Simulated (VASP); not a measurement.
# C in VASP: single point with PBE+D3(BJ)

Aim: the single point of C with PBE+D3(BJ).

Everything below comes from runs of VASP 6.6.1. Logs are shortened: lines on timing, memory, paths and dates and some standing lists are left out, and cuts for length are marked.

### 1 The cell of the first run

The cell holds a slab with vacuum, 10 atoms: a = 2.515 Å, b = 3.557 Å, c = 19.030 Å, α = 90.00°, β = 90.00°, γ = 90.00°.

### 2 Single point, PBE+D3(BJ)

INCAR

```
PREC = Accurate
ENCUT = 520
EDIFF = 1E-7
ISMEAR = 0
SIGMA = 0.05
LREAL = False
LASPH = True
NELM = 80
ALGO = Normal
ISIF = 2
LWAVE = False
LCHARG = False
LDIPOL = True
IDIPOL = 3
DIPOL = 0.5 0.5 0.499
GGA = PE
IVDW = 12
NBANDS = 31
```

KPOINTS

```
Automatic mesh
0
Gamma
  10 8 1
```

POSCAR

```
C
1.0
    2.5152111456      0.0000000000      0.0000000000
    0.0000000000      3.5570457144      0.0000000000
    0.0000000000      0.0000000000     19.0304222913
C
10
Direct
    0.5000000000      0.0000000000      0.3678320897
    0.0000000000      0.2500000000      0.3678320897
    0.0000000000      0.5000000000      0.4339160449
    0.5000000000      0.7500000000      0.4339160449
    0.5000000000      0.0023818432      0.4998266236
    0.0000000000      0.2476181568      0.4998266236
    0.0000000000      0.5094747646      0.5677444007
    0.5000000000      0.7405252354      0.5677444007
    0.5000000000      0.0286707501      0.6240083075
    0.0000000000      0.2213292499      0.6240083075
```

Potentials or basis: VASP PAW PBE potentials, release 64 (C).

Started as:

```sh
$ cat potpaw_PBE.64/C/POTCAR > POTCAR
$ mpirun -np 1 vasp_std > vasp.out
```

OUTCAR:

```text
PREC = Accurate
   ENCUT = 520
   EDIFF = 1E-7
   ISMEAR = 0
   LREAL = False
   LASPH = True
   NELM = 80
   ISIF = 2
   GGA = PE
   IVDW = 12
 IVDW          = 12

 ion  position               nearest neighbor table
   1  0.500  0.000  0.368-   2 1.54   2 1.54   4 1.54
   2  0.000  0.250  0.368-   1 1.54   1 1.54   3 1.54
   3  0.000  0.500  0.434-   4 1.54   4 1.54   2 1.54   6 1.54
   4  0.500  0.750  0.434-   3 1.54   3 1.54   1 1.54   5 1.54
   5  0.500  0.002  0.500-   6 1.53   6 1.53   4 1.54   8 1.59
   6  0.000  0.248  0.500-   5 1.53   5 1.53   3 1.54   7 1.59
   7  0.000  0.509  0.568-  10 1.48   8 1.50   8 1.50   6 1.59
   8  0.500  0.741  0.568-   9 1.48   7 1.50   7 1.50   5 1.59
   9  0.500  0.029  0.624-  10 1.43  10 1.43   8 1.48
  10  0.000  0.221  0.624-   9 1.43   9 1.43   7 1.48

  LATTYP: Found a simple orthorhombic cell.
 ALAT       =     2.5152111456
 B/A-ratio  =     1.4142135624
 C/A-ratio  =     7.5661330957

  Lattice vectors:

 A1 = (   2.5152111456,   0.0000000000,   0.0000000000)
 A2 = (   0.0000000000,   3.5570457144,   0.0000000000)
 A3 = (   0.0000000000,   0.0000000000,  19.0304222913)

Analysis of symmetry for initial positions (statically):
=====================================================================
 Subroutine PRICEL returns:
 Original cell was already a primitive cell.

 Routine SETGRP: Setting up the symmetry group for a
 simple orthorhombic supercell.

 Subroutine GETGRP returns: Found  4 space group operations
 (whereof  2 operations were pure point group operations)
 out of a pool of  8 trial point group operations.

The static configuration has the point symmetry C_1h.
 The point group associated with its full space group is C_2v.

Analysis of symmetry for dynamics (positions and initial velocities):
=====================================================================
 Subroutine PRICEL returns:
 Original cell was already a primitive cell.

 Routine SETGRP: Setting up the symmetry group for a
 simple orthorhombic supercell.

 Subroutine GETGRP returns: Found  4 space group operations
 (whereof  2 operations were pure point group operations)
 out of a pool of  8 trial point group operations.

The dynamic configuration has the point symmetry C_1h.
 The point group associated with its full space group is C_2v.

 Subroutine INISYM returns: Found  4 space group operations
 (whereof  2 operations are pure point group operations),
 and found     1 'primitive' translations

----------------------------------------------------------------------------------------
[... 128 lines left out ...]
     AMIX     =   0.40;   BMIX     =  1.00
     AMIX_MAG =   1.60;   BMIX_MAG =  1.00
  volume/ion in A,a.u.               =      17.03       114.90
  Fermi-wavevector in a.u.,A,eV,Ry     =   1.010161  1.908928 13.883736  1.020426
  Thomas-Fermi vector in A             =   2.143134
   LORBIT       =      0    0 simple, 1 ext, 2 COOP (PROOUT), +10 PAW based schemes
   GGA     = PE    functional components
   LHFCALC =     F    Hartree Fock is set to
   AEXX    =    0.0000 exact exchange contribution
   IVDW    =    12    specifies the selected vdW correction
   LEPSILON=     F    determine dielectric tensor
   LRPA    =     F    only Hartree local field effects (RPA)
 non-spin polarized calculation
 Gauss-broadening in eV      SIGMA  =   0.05
  energy-cutoff  :      520.00
  volume of cell :      170.26
 maximum number of plane-waves:      4608
 NGX is ok and might be reduce to    20
   NGX =  9   NGY = 13   NGZ = 71

 dipolmoment           0.000000      0.000000      0.062780 electrons x Angstroem

 number of electron      40.0000004 magnetization

 dipolmoment           0.000000      0.000000     -0.029136 electrons x Angstroem

 Free energy of the ion-electron system (eV)
  ---------------------------------------------------
  ext. energy  EPLUGINS =         0.00000000
  ---------------------------------------------------
  free energy    TOTEN  =       -84.27140279 eV

  energy without entropy =      -84.26885469  energy(sigma->0) =      -84.27012874

 E-fermi :  -0.5304     XC(G=0):  -5.3988

 val. band max:       -0.5447028869   @ k =   0.2000   0.5000   0.0000
 cond. band min:      -0.4879235976   @ k =   0.2000   0.5000   0.0000
 fundamental gap:      0.0567792893
 Fermi energy:        -0.5304451138

 k-point     1 :       0.0000    0.0000    0.0000
  band No.  band energies     occupation
      1     -22.0513      2.00000
      2     -20.1768      2.00000
      3     -17.1386      2.00000
      4     -14.3414      2.00000
      5     -13.6221      2.00000
      6     -13.2719      2.00000
[... 805 lines left out ...]
     30       9.5843      0.00000
     31       9.9287      0.00000

 [... further k-points ...]

------------------------ aborting loop because EDIFF is reached ----------------------------------------

 vacuum level on the upper side and lower side of the slab       (xc-potential included)        -0.301         0.271

 Edisp (eV)   -1.49636

 E8    (eV) :    -0.4528

  FORCE on cell =-STRESS in cart. coord.  units (eV):
  Direction    XX          YY          ZZ          XY          YZ          ZX
  --------------------------------------------------------------------------------------
  -------------------------------------------------------------------------------------
  Total      -4.05607     5.63634    -2.25217     0.00000     0.00000     0.00000
  in kB     -38.16840    53.03902   -21.19334     0.00000     0.00000     0.00000
  external pressure =       -2.11 kB  Pullay stress =        0.00 kB

 VOLUME and BASIS-vectors are now :
 -----------------------------------------------------------------------------
  energy-cutoff  :      520.00
  volume of cell :      170.26
      direct lattice vectors                 reciprocal lattice vectors
     2.515211146  0.000000000  0.000000000     0.397580935  0.000000000  0.000000000
     0.000000000  3.557045714  0.000000000     0.000000000  0.281132175  0.000000000
     0.000000000  0.000000000 19.030422291     0.000000000  0.000000000  0.052547441

 POSITION                                       TOTAL-FORCE (eV/Angst)
 -----------------------------------------------------------------------------------
      1.25761      0.00000      7.00000         0.000000      4.259842      0.943684
      0.00000      0.88926      7.00000         0.000000     -4.259842      0.943684
      0.00000      1.77852      8.25761         0.000000      1.063312     -0.973700
      1.25761      2.66778      8.25761         0.000000     -1.063312     -0.973700
      1.25761      0.00847      9.51191         0.000000     -0.008596      0.010414
      0.00000      0.88079      9.51191         0.000000      0.008596      0.010414
      0.00000      1.81223     10.80442         0.000000      0.002387     -0.014125
      1.25761      2.63408     10.80442         0.000000     -0.002387     -0.014125
      1.25761      0.10198     11.87514         0.000000     -0.011676      0.033728
      0.00000      0.78728     11.87514         0.000000      0.011676      0.033728
 -----------------------------------------------------------------------------------
    total drift:                                0.000000      0.000000      0.000004

  FREE ENERGIE OF THE ION-ELECTRON SYSTEM (eV)
  ---------------------------------------------------
  free  energy   TOTEN  =       -85.7677661642 eV

  energy  without entropy=      -85.7652180669  energy(sigma->0) =      -85.76649212

 vacuum level on the upper side and lower side of the slab         4.890         5.480
```

stdout:

```text
POSCAR found type information on POSCAR C
 POSCAR found :  1 types and      10 ions
 scaLAPACK will be used
 LDA part: xc-table for (Slater+PW92), standard interpolation
 POSCAR, INCAR and KPOINTS ok, starting setup
 FFT: planning ... GRIDC
 FFT: planning ... GRID_SOFT
 FFT: planning ... GRID
 WAVECAR not read
 entering main loop
```

It took 8.7 min on 1 thread of Intel Xeon 8259CL, shared host; peak memory 0.32 GiB.

Results:

| Quantity | Value |
| --- | --- |
| Free energy | -85.7678 eV |
| Largest force | 4.363 eV/Å |
| Band gap on the k mesh | zero (band 20 reaches -0.41 eV, above the bottom of band 21 at -0.57 eV) |
| Dispersion energy per atom | -0.150 eV |

Forces in eV/Å, atoms in the order of the input:
```
C    0.000  4.260  0.944
C    0.000 -4.260  0.944
C    0.000  1.063 -0.974
C    0.000 -1.063 -0.974
C    0.000 -0.009  0.010
C    0.000  0.009  0.010
C    0.000  0.002 -0.014
C    0.000 -0.002 -0.014
C    0.000 -0.012  0.034
C    0.000  0.012  0.034
```
